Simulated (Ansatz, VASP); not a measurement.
# Two plane-wave programs on HPbNO4

The input INCAR:

```
ALGO     = Normal         # electronic algorithm
EDIFF    = 1E-6           # SCF threshold, eV
ENCUT    = 520            # plane-wave cutoff, eV
GGA      = PE             # functional
ISIF     = 2              # what is computed and relaxed
ISMEAR   = -1             # smearing method
LASPH    = T              # aspherical terms in the spheres
LCHARG   = T              # write CHGCAR
LELF     = T              # ELF
LREAL    = F              # projectors in reciprocal space
LVHAR    = T            
LWAVE    = F              # write WAVECAR
NBANDS   = 57             # bands
NELM     = 100            # most SCF steps
PREC     = Accurate       # precision mode
SIGMA    = 0.05           # smearing width, eV
```

The input KPOINTS:

```
k-points
0
Gamma
  3 5 3
```

Contents of POSCAR:

```
HPbNO4
1.0
    6.8587700000      0.0000000000      0.0000000000
    0.0000000000      4.2286500000      0.0000000000
   -3.3910100000      0.0000000000      7.2745900000
H Pb N O
2 2 2 8
Direct
    0.2254900000      0.7500000000      0.5073000000
    0.7745100000      0.2500000000      0.4927000000
    0.3022900000      0.2500000000      0.2849400000
    0.6977100000      0.7500000000      0.7150600000
    0.2148400000      0.7500000000      0.8356700000
    0.7851600000      0.2500000000      0.1643300000
    0.3307800000      0.7500000000      0.4533800000
    0.4090900000      0.7500000000      0.8690100000
    0.1550800000      0.7500000000      0.9653700000
    0.0708300000      0.7500000000      0.6695500000
    0.6692200000      0.2500000000      0.5466100000
    0.5909100000      0.2500000000      0.1309900000
    0.8449200000      0.2500000000      0.0346300000
    0.9291700000      0.2500000000      0.3304500000
```

File input.yaml:

```yaml
crystal:
  lattice:
    - [6.85877, 0.0, 0.0]
    - [0.0, 4.22865, 0.0]
    - [-3.39101, 0.0, 7.27459]
  atoms:
    - { symbol: H, position: [0.22549, 0.75, 0.5073] }
    - { symbol: H, position: [0.77451, 0.25, 0.4927] }
    - { symbol: Pb, position: [0.30229, 0.25, 0.28494] }
    - { symbol: Pb, position: [0.69771, 0.75, 0.71506] }
    - { symbol: "N", position: [0.21484, 0.75, 0.83567] }
    - { symbol: "N", position: [0.78516, 0.25, 0.16433] }
    - { symbol: O, position: [0.33078, 0.75, 0.45338] }
    - { symbol: O, position: [0.40909, 0.75, 0.86901] }
    - { symbol: O, position: [0.15508, 0.75, 0.96537] }
    - { symbol: O, position: [0.07083, 0.75, 0.66955] }
    - { symbol: O, position: [0.66922, 0.25, 0.54661] }
    - { symbol: O, position: [0.59091, 0.25, 0.13099] }
    - { symbol: O, position: [0.84492, 0.25, 0.03463] }
    - { symbol: O, position: [0.92917, 0.25, 0.33045] }
hamiltonian:
  xc: pbe
  pseudopotentials: { kind: paw }
kpoints:
  mp_grid: { grid: [3, 5, 3] }
scf:
  occupations: { method: fermi_dirac, width: 0.05 }
  n_extra_bands: 56
output:
  eigenvalues: true
  optics: { e_range: [0, 14], sigma: 0.05, nscf_kmesh: { grid: [4, 7, 4] } }
```

Alike in both runs: functional PBE; k mesh 3 × 5 × 3; occupations fermi-dirac, width 0.05 eV; no spin polarisation.

|  | VASP | Ansatz |
| --- | --- | --- |
| version | VASP 6.6.1 | Ansatz 0.2.0 |
| potentials or method | VASP PAW PBE potentials, release 64 (H, Pb_d, N, O) | Ansatz PAW |
| plane-wave cutoff (eV) | 520 | 420 |
| valence electrons in the cell | 88 | 88 |
| task | single point | optical spectrum |

```tsv
	VASP	Ansatz	Ansatz less VASP
gap on the k mesh at the Fermi level (eV)	3.13	3.15	+0.024
least direct gap on the mesh (eV)	3.28	3.32	+0.032
```

With one functional, cell and mesh, what is left measures potentials, basis and numerics.

Spin-orbit coupling is off throughout. Noted on VASP's run: the standard files for N, O and F lose accuracy on very short bonds. Noted on Ansatz's run: odd divisions of the mesh miss points on the zone boundary, where band edges often lie, so the gap on the mesh can be too wide.
